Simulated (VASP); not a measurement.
# Pd (Fm-3m) in VASP: notebook

Pd is run at these levels: LDA; tasks: single point.

All numbers are computed with VASP 6.6.1; they aren't measurements. Logs are shortened: lines on timing, memory, paths and dates and some standing lists are left out, and cuts for length are marked.

## Step 1: The cell of the first run

The structure is cubic, space group Fm-3m (No. 225). The conventional cell has a = 3.841 Å, b = 3.841 Å, c = 3.841 Å, α = 90.00°, β = 90.00°, γ = 90.00°. Within 3.6 Å of Pd (site symmetry m-3m) lie 12 Pd at 2.72 Å.

## Step 2: Single point, LDA, collinear spin, ferromagnetic start

INCAR reads:

```
PREC = Accurate ; ENCUT = 520
EDIFF = 1E-6 ; ISMEAR = 1
SIGMA = 0.03 ; LREAL = False
LASPH = True ; NELM = 150
ALGO = Normal ; ISIF = 2
LWAVE = False ; LCHARG = False
ISPIN = 2 ; MAGMOM = 0.5
LORBIT = 11 ; LMAXMIX = 4
NBANDS = 15
```

KPOINTS reads:

```
regular mesh
0
Gamma
  14 14 14
```

POSCAR reads:

```
Pd
1.0
    0.0000000000      1.9202771092      1.9202771092
    1.9202771092      0.0000000000      1.9202771092
    1.9202771092      1.9202771092      0.0000000000
Pd
1
Direct
    0.0000000000      0.0000000000      0.0000000000
```

Potentials or basis: VASP PAW LDA potentials, release 64 (Pd).

Started as:

```bash
$ cat potpaw_LDA.64/Pd/POTCAR > POTCAR
$ mpirun -np 1 vasp_std > vasp.out
```

OUTCAR:

```text
PREC = Accurate
   ENCUT = 520
   EDIFF = 1E-6
   ISMEAR = 1
   LREAL = False
   LASPH = True
   NELM = 150
   ISIF = 2
   ISPIN = 2
   LORBIT = 11

 ion  position               nearest neighbor table
   1  0.000  0.000  0.000-

  LATTYP: Found a face centered cubic cell.
 ALAT       =     3.8405542184

  Lattice vectors:

 A1 = (   0.0000000000,   1.9202771092,   1.9202771092)
 A2 = (   1.9202771092,   0.0000000000,   1.9202771092)
 A3 = (   1.9202771092,   1.9202771092,   0.0000000000)

Analysis of symmetry for initial positions (statically):
[... 25 lines left out ...]
The dynamic configuration has the point symmetry O_h .

Analysis of structural, dynamic, and magnetic symmetry:
=====================================================================
 Subroutine PRICEL returns:
[... 7 lines left out ...]
 out of a pool of 48 trial point group operations.

The overall configuration has the point symmetry O_h .

 Subroutine INISYM returns: Found 48 space group operations
[... 5 lines left out ...]
                                     Primitive cell

  volume of cell :      14.1619

  direct lattice vectors                    reciprocal lattice vectors
     0.000000000  1.920277109  1.920277109    -0.260379087  0.260379087  0.260379087
     1.920277109  0.000000000  1.920277109     0.260379087 -0.260379087  0.260379087
     1.920277109  1.920277109  0.000000000     0.260379087  0.260379087 -0.260379087

  length of vectors
     2.715681931  2.715681931  2.715681931     0.450989807  0.450989807  0.450989807

  position of ions in fractional coordinates (direct lattice)
     0.000000000  0.000000000  0.000000000

  ion indices of the primitive-cell ions
   primitive index   ion index
                 1           1

----------------------------------------------------------------------------------------

 KPOINTS: regular mesh

Automatic generation of k-mesh.
 Grid dimensions read from file:
 generate k-points for:   14   14   14

 Generating k-lattice:

  Cartesian coordinates                     Fractional coordinates (reciprocal lattice)
    -0.018598506  0.018598506  0.018598506     0.071428571  0.000000000  0.000000000
     0.018598506 -0.018598506  0.018598506     0.000000000  0.071428571  0.000000000
     0.018598506  0.018598506 -0.018598506     0.000000000  0.000000000  0.071428571

  Length of vectors
     0.032213558  0.032213558  0.032213558

  Shift w.r.t. Gamma in fractional coordinates (k-lattice)
     0.000000000  0.000000000  0.000000000

 Subroutine IBZKPT returns following result:
 ===========================================

 Found    104 irreducible k-points:

 Following reciprocal coordinates:
            Coordinates               Weight
  0.000000  0.000000  0.000000      1.000000
  0.071429  0.000000  0.000000      8.000000
  0.142857  0.000000  0.000000      8.000000
  0.214286  0.000000  0.000000      8.000000
  0.285714  0.000000  0.000000      8.000000
  0.357143  0.000000  0.000000      8.000000
[... 16 lines left out ...]
  0.214286  0.142857  0.000000     24.000000
  0.285714  0.142857  0.000000     24.000000
 [... further k-points ...]
   k-points           NKPTS =    104   k-points in BZ     NKDIM =    104   number of bands    NBANDS=     15
   number of dos      NEDOS =    301   number of ions     NIONS =      1
   total plane-waves  NPLWV =   8000
   dimension x,y,z NGX =    20 NGY =   20 NGZ =   20
   dimension x,y,z NGXF=    40 NGYF=   40 NGZF=   40
   ions per type =               1
   NGX,Y,Z   is equivalent  to a cutoff of  12.24, 12.24, 12.24 a.u.
   NGXF,Y,Z  is equivalent  to a cutoff of  24.49, 24.49, 24.49 a.u.
 SYSTEM =  unknown system
   PREC   = accura    normal or accurate (medium, high low for compatibility)
   ISTART =      0    job   : 0-new  1-cont  2-samecut
   ICHARG =      2    charge: 1-file 2-atom 10-const
   ISPIN  =      2    spin polarized calculation?
   LNONCOLLINEAR =      F non collinear calculations
   LSORBIT =      F    spin-orbit coupling
   LASPH  =      T    aspherical Exc in radial PAW
   ENCUT  =  520.0 eV  38.22 Ry    6.18 a.u.   5.05  5.05  5.05*2*pi/ulx,y,z
   NELM   =    150;   NELMIN=  2; NELMDL= -5     # of ELM steps
   EDIFF  = 0.1E-05   stopping-criterion for ELM
   LREAL  =      F    real-space projection
   EDIFFG = 0.1E-04   stopping-criterion for IOM
   NSW    =      0    number of steps for IOM
   IBRION =     -1    ionic relax: 0-MD 1-quasi-New 2-CG
   NFREE  =      0    steps in history (QN), initial steepest desc. (CG)
   ISIF   =      2    stress and relaxation
   ISYM   =      2    0-nonsym 1-usesym 2-fastsym
   POTIM  = 0.5000    time-step for ionic-motion
   TEBEG  =    0.0;   TEEND  =   0.0 temperature during run
   PSTRESS=    0.0 pullay stress
   NELECT =      10.0000    total number of electrons
   NUPDOWN=      -1.0000    fix difference up-down
   EMIN   =  10.00;   EMAX   =-10.00  energy-range for DOS
   EFERMI =   0.00;   METHOD = LEGACY
   ISMEAR =     1;   SIGMA  =   0.03  broadening in eV -4-tet -1-fermi 0-gaus
   EFERMI_NEDOS =   21; number of points for ismear=-14 and -15
   IALGO  =     38    algorithm
   IMIX   =      4    mixing-type and parameters
     AMIX     =   0.40;   BMIX     =  1.00
     AMIX_MAG =   1.60;   BMIX_MAG =  1.00
  volume/ion in A,a.u.               =      14.16        95.57
  Fermi-wavevector in a.u.,A,eV,Ry     =   1.457810  2.754861 28.915238  2.125210
  Thomas-Fermi vector in A             =   2.574568
   LORBIT       =     11    0 simple, 1 ext, 2 COOP (PROOUT), +10 PAW based schemes
   GGA     = CA    functional components
   LHFCALC =     F    Hartree Fock is set to
   AEXX    =    0.0000 exact exchange contribution
   IVDW    =     0    specifies the selected vdW correction
   LEPSILON=     F    determine dielectric tensor
   LRPA    =     F    only Hartree local field effects (RPA)
 spin polarized calculation
 Methfessel and Paxton  Order N= 1 SIGMA  =   0.03
  energy-cutoff  :      520.00
  volume of cell :       14.16
 maximum number of plane-waves:       392
   NGX =  9   NGY =  9   NGZ =  9

 number of electron      10.0000005 magnetization       0.3203916

 Free energy of the ion-electron system (eV)
  ---------------------------------------------------
  ext. energy  EPLUGINS =         0.00000000
  ---------------------------------------------------
  free energy    TOTEN  =        -6.48373320 eV

  energy without entropy =       -6.48378684  energy(sigma->0) =       -6.48375108

 E-fermi :  10.3116     XC(G=0): -13.7675

 val. band max:       10.3044811047   @ k =   0.4286   0.4286   0.0000
 cond. band min:      10.3144964429   @ k =   0.4286   0.0714   0.0000
 fundamental gap:      0.0100153382
 Fermi energy:        10.3116290679

 spin component 1

 k-point     1 :       0.0000    0.0000    0.0000
  band No.  band energies     occupation
      1       2.7185      1.00000
      2       7.1395      1.00000
      3       7.1395      1.00000
      4       7.1395      1.00000
      5       8.8996      1.00000
      6       8.8996      1.00000
      7      27.4178      0.00000
      8      32.3716      0.00000
      9      32.3716      0.00000
     10      32.3716      0.00000
     11      35.7206      0.00000
     12      38.0236      0.00000
     13      41.6378      0.00000
     14      41.6378      0.00000
     15      41.6378      0.00000
[... 397 lines left out ...]
 k-point    24 :       0.2857    0.1429    0.0000
  band No.  band energies     occupation
      1       4.8697      1.00000
      2       6.3279      1.00000
      3       7.4749      1.00000
      4       7.9197      1.00000
      5       9.0357      1.00000
      6       9.5057      1.00000
      7      25.9202      0.00000
      8      29.0784      0.00000
      9      30.4355      0.00000
     10      32.2598      0.00000
     11      35.6593      0.00000
     12      37.2721      0.00000
     13      38.6410      0.00000
     14      39.2980      0.00000
     15      42.6690      0.00000

 [... further k-points ...]

 spin component 2

 k-point     1 :       0.0000    0.0000    0.0000
  band No.  band energies     occupation
      1       2.7776      1.00000
      2       7.3437      1.00000
      3       7.3437      1.00000
      4       7.3437      1.00000
      5       9.0961      1.00000
      6       9.0961      1.00000
      7      27.4735      0.00000
      8      32.4252      0.00000
      9      32.4252      0.00000
     10      32.4252      0.00000
     11      36.1200      0.00000
     12      38.0536      0.00000
     13      41.7340      0.00000
     14      41.7340      0.00000
     15      41.7340      0.00000
[... 397 lines left out ...]
 k-point    24 :       0.2857    0.1429    0.0000
  band No.  band energies     occupation
      1       4.9543      1.00000
      2       6.5065      1.00000
      3       7.6637      1.00000
      4       8.1227      1.00000
      5       9.2233      1.00000
      6       9.7114      1.00000
      7      26.0063      0.00000
      8      29.1471      0.00000
      9      30.5186      0.00000
     10      32.3362      0.00000
     11      36.0354      0.00000
     12      37.3915      0.00000
     13      38.7145      0.00000
     14      39.3830      0.00000
     15      42.7728      0.00000

 [... further k-points ...]
[... 5 lines left out ...]
  --------------------------------------------------------------------------------------
  -------------------------------------------------------------------------------------
  Total        0.0357307      0.0357307      0.0357307     -0.0000000      0.0000000      0.0000000
  in kB        4.0423152      4.0423152      4.0423152     -0.0000000      0.0000000      0.0000000
  external PRESSURE =       4.0423152 kB  Pullay stress =       0.0000000 kB

 VOLUME and BASIS-vectors are now :
 -----------------------------------------------------------------------------
  energy-cutoff  :      520.00
  volume of cell :       14.16
      direct lattice vectors                 reciprocal lattice vectors
     0.000000000  1.920277109  1.920277109    -0.260379087  0.260379087  0.260379087
     1.920277109  0.000000000  1.920277109     0.260379087 -0.260379087  0.260379087
     1.920277109  1.920277109  0.000000000     0.260379087  0.260379087 -0.260379087

 POSITION                                       TOTAL-FORCE (eV/Angst)
 -----------------------------------------------------------------------------------
      0.00000      0.00000      0.00000         0.000000     -0.000000     -0.000000
 -----------------------------------------------------------------------------------
    total drift:                                0.000000      0.000000      0.000000

  FREE ENERGIE OF THE ION-ELECTRON SYSTEM (eV)
  ---------------------------------------------------
  free  energy   TOTEN  =        -6.4837331996 eV

  energy  without entropy=       -6.4837868403  energy(sigma->0) =       -6.48375108

 total charge

# of ion       s       p       d       tot
------------------------------------------
    1        0.514   0.529   8.485   9.528

 magnetization (x)

# of ion       s       p       d       tot
------------------------------------------
    1        0.004   0.001   0.311   0.316
```

Wall time 24 s (1 thread of Intel Xeon Platinum 8488C (Sapphire Rapids), shared host); peak memory 0.14 GiB.

Results:

- Free energy: -6.4837 eV
- Pressure: 0.4 GPa
- Net moment: 0.32 μB per cell
- Site moments: Pd +0.32 μB
- Valence electrons inside the program's atomic spheres: Pd 9.53

## Step 3: Single point, LDA, collinear spin, ferromagnetic start

INCAR reads:

```
  PREC = Accurate
  ENCUT = 520
  EDIFF = 1E-7
  ISMEAR = 1
  SIGMA = 0.1
  LREAL = False
  LASPH = True
  NELM = 150
  ALGO = Normal
  ISIF = 2
  LWAVE = False
  LCHARG = False
  ISPIN = 2
  MAGMOM = 0.5
  LORBIT = 11
  LMAXMIX = 4
  GGA = CA
  NBANDS = 15
```

KPOINTS reads:

```
Automatic mesh
0
Gamma
  14 14 14
```

POSCAR is that of step 2.

Potentials or basis: VASP PAW LDA potentials, release 64 (Pd).

Started as:

```bash
$ cat potpaw_LDA.64/Pd/POTCAR > POTCAR
$ mpirun -np 1 vasp_std > vasp.out
```

Wall time 27 s (1 thread of Intel Xeon Platinum 8488C (Sapphire Rapids), shared host); peak memory 0.14 GiB.

Results (log left out):

```yaml
Free_energy: -6.4832 eV
Pressure: 0.3 GPa
Net_moment: 0.28 μB per cell
Site_moments: Pd +0.28 μB
Valence_electrons_inside_the_program's_atomic_spheres: Pd 9.53
```

Levels at points of the mesh, in eV from the Fermi level:
Spin up:
```
           k point  band 2  band 3  band 4  band 5  band 6  band 7  band 8  band 9
(0.00, 0.00, 0.00)   -3.15   -3.15   -3.15   -1.39   -1.39   17.11   22.07   22.07
(0.50, 0.00, 0.00)   -3.19   -3.19   -0.11   -0.11    0.83    7.52   16.50   21.28
(0.50, 0.50, 0.00)   -5.57   -0.12    0.22    0.22    3.22   11.09   13.26   13.26
```
Spin down:
| k point | band 1 | band 2 | band 3 | band 4 | band 5 | band 6 | band 7 | band 8 | band 9 | band 10 |
| --- | --- | --- | --- | --- | --- | --- | --- | --- | --- | --- |
| (0.00, 0.00, 0.00) | -7.53 | -2.97 | -2.97 | -2.97 | -1.22 | -1.22 | 17.17 | 22.12 | 22.12 | 22.12 |
| (0.50, 0.00, 0.00) | -5.62 | -3.03 | -3.03 | 0.08 | 0.08 | 0.88 | 7.65 | 16.55 | 21.35 | 21.35 |
| (0.50, 0.50, 0.00) | -5.73 | -5.41 | 0.06 | 0.42 | 0.42 | 3.28 | 11.21 | 13.32 | 13.32 | 22.16 |

## Step 4: Single point, LDA, collinear spin, ferromagnetic start

INCAR reads:

```
SYSTEM = Pd
  PREC = Accurate
  ENCUT = 520
  EDIFF = 1E-6
  ISMEAR = 1
  SIGMA = 0.3
  LREAL = .False.
  LASPH = .True.
  NELM = 150
  ALGO = Normal
  ISIF = 2
  LWAVE = .False.
  LCHARG = .False.
  ISPIN = 2
  MAGMOM = 0.5
  LORBIT = 11
  LMAXMIX = 4
  NBANDS = 15
```

KPOINTS reads:

```
Automatic mesh
0
Gamma
  14 14 14
  0 0 0
```

POSCAR is that of step 3.

Started as:

```bash
$ cat potpaw_LDA.64/Pd/POTCAR > POTCAR
$ mpirun -np 1 vasp_std > vasp.out
```

Run time: 30 s. Hardware: 1 thread of Intel Xeon Platinum 8488C (Sapphire Rapids), shared host; peak memory 0.14 GiB.

Results (log left out):

| Item | Value |
| --- | --- |
| Free energy | -6.4914 eV |
| Pressure | 0.3 GPa |
| Band gap on the k mesh | zero (filled and empty bands overlap) |
| Net moment | 0.00 μB per cell |
| Valence electrons inside the program's atomic spheres | Pd 9.53 |

Levels at points of the mesh, in eV from the Fermi level:
Spin up:
```csv
k point,band 2,band 3,band 4,band 5,band 6,band 7,band 8,band 9
"(0.00, 0.00, 0.00)",-3.07,-3.07,-3.07,-1.31,-1.31,17.14,22.09,22.09
"(0.50, 0.00, 0.00)",-3.11,-3.11,-0.02,-0.02,0.85,7.58,16.52,21.31
"(0.50, 0.50, 0.00)",-5.49,-0.04,0.32,0.32,3.25,11.15,13.29,13.29
```
Spin down:
```
           k point  band 3  band 4  band 5  band 6  band 7  band 8
(0.00, 0.00, 0.00)   -3.07   -3.07   -1.31   -1.31   17.14   22.09
(0.50, 0.00, 0.00)   -3.11   -0.02   -0.02    0.85    7.58   16.52
(0.50, 0.50, 0.00)   -0.04    0.32    0.32    3.25   11.15   13.29
```

## Step 5: Summary

| smearing | gap on the mesh (eV) | pressure (GPa) | moment (μB) |
| --- | --- | --- | --- |
| methfessel-paxton 0.03 eV | none | 0.4 | 0.32 |
| methfessel-paxton 0.1 eV | none | 0.3 | 0.28 |
| methfessel-paxton 0.3 eV | none | 0.3 | 0.00 |

Alike in all rows: task single point; level LDA; potentials or basis VASP PAW LDA potentials, release 64 (Pd); spin collinear, ferromagnetic start; cell as given; k mesh 14 × 14 × 14; cutoff (eV) 520.

Every run on the cell as given and a fine mesh finds a metal.

Absolute energies hang on the potentials; compare differences alone.
